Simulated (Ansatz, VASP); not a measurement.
Two plane-wave programs on C

Contents of INCAR:

```
SYSTEM = C
ALGO = Normal
EDIFF = 1E-6
EDIFFG = -0.01
ENCUT = 600
GGA = PE
IBRION = 2
ISIF = 3
ISMEAR = 0
LASPH = .TRUE.
LCHARG = .FALSE.
LREAL = .FALSE.
LWAVE = .FALSE.
NELM = 100
NSW = 100
PREC = Accurate
SIGMA = 0.1
```

Contents of KPOINTS:

```
k-points
0
G
  36 36 8
  0 0 0
```

POSCAR

```
C
1.0
    1.7154126962      0.0000000000      0.0000000000
   -0.8577063481      1.4855909729      0.0000000000
    0.0000000000      0.0000000000      8.2437279415
C
2
Direct
    0.3333333333      0.6666666667      0.2500000000
    0.6666666667      0.3333333333      0.7500000000
```

Input for Ansatz:

```yaml
crystal:
  lattice:
    - [1.7154126962, 0.0, 0.0]
    - [-0.8577063481, 1.4855909729, 0.0]
    - [0.0, 0.0, 8.2437279415]
  atoms:
    - { symbol: C, position: [0.3333333333, 0.6666666667, 0.25] }
    - { symbol: C, position: [0.6666666667, 0.3333333333, 0.75] }
basis:
  ecutwfc: 420
kpoints:
  mp_grid: { grid: [36, 36, 8] }
hamiltonian:
  xc: pbe
scf:
  occupations: { method: gaussian, width: 0.1 }
output:
  forces: true
  stress: true
  eigenvalues: true
relax:
  adjacent_minimum: "off"
  f_tol: 0.01
  max_steps: 80
  cell: { stress_tol: 0.05 }
```

Alike in both runs: task relaxation of cell and atoms; functional PBE; k mesh 36 × 36 × 8; occupations gaussian, width 0.1 eV; no spin polarisation.

|  | VASP | Ansatz |
| --- | --- | --- |
| version | VASP 6.6.1 | Ansatz 0.2.0 |
| potentials or method | VASP PAW PBE potentials, release 64 (C), cutoff 600 eV | scalar-relativistic, plane waves, PAW |
| valence electrons in the cell | 8 | 8 |

```tsv
	VASP	Ansatz	Ansatz less VASP
gap on the k mesh at the Fermi level, each at its own relaxed structure (eV)	none	none	-
relaxed volume (Å³/atom)	9.33	9.87	+0.542
relaxed cell length with the largest relative difference (Å)	7.312	7.726	+0.4146
```

A gap of «none» marks a metal or a gap that the smearing closes. One of these differences is far larger than is usual between the two programs; its cause wasn't traced.
